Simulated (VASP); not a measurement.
A run of VASP 6.6.1 is set up as follows.

Contents of INCAR:

```
SYSTEM = Ge2Sb3O
  ALGO = Normal
  EDIFF = 1E-6
  EDIFFG = -0.01
  ENCUT = 600
  GGA = PE
  IBRION = 2
  ISIF = 3
  ISMEAR = 0
  LASPH = .True.
  LCHARG = .False.
  LREAL = .False.
  LWAVE = .False.
  NELM = 100
  NSW = 100
  PREC = Accurate
  SIGMA = 0.1
```

The input KPOINTS:

```
k-points
0
Gamma
  12 12 4
  0 0 0
```

File POSCAR:

```
Ge2Sb3O
1.0
    3.3319716757      0.0000000000      0.0000000000
    0.0000000000      3.3319716757      0.0000000000
    0.0000000000      0.0000000000     11.2207911958
Ge Sb O
2 3 1
Direct
    0.0000000000      0.0000000000      0.3142554252
    0.0000000000      0.0000000000      0.6857445748
    0.5000000000      0.5000000000      0.1301343943
    0.5000000000      0.5000000000      0.5000000000
    0.5000000000      0.5000000000      0.8698656057
    0.0000000000      0.0000000000      0.0000000000
```

Potentials or basis: VASP PAW PBE potentials, release 64 (Ge_d, Sb, O).

The run is started by

```sh
$ cat potpaw_PBE.64/Ge_d/POTCAR potpaw_PBE.64/Sb/POTCAR potpaw_PBE.64/O/POTCAR > POTCAR
$ mpirun -np 1 vasp_std > vasp.out
```

(1) Estimate the space group after relaxing (to 0.05 Å).

(2) Predict the relaxed cell.

## Answers

(1) P4/mmm (No. 123).

(2) a = 3.362 Å, b = 3.362 Å, c = 10.961 Å, α = 90.00°, β = 90.00°, γ = 90.00°.
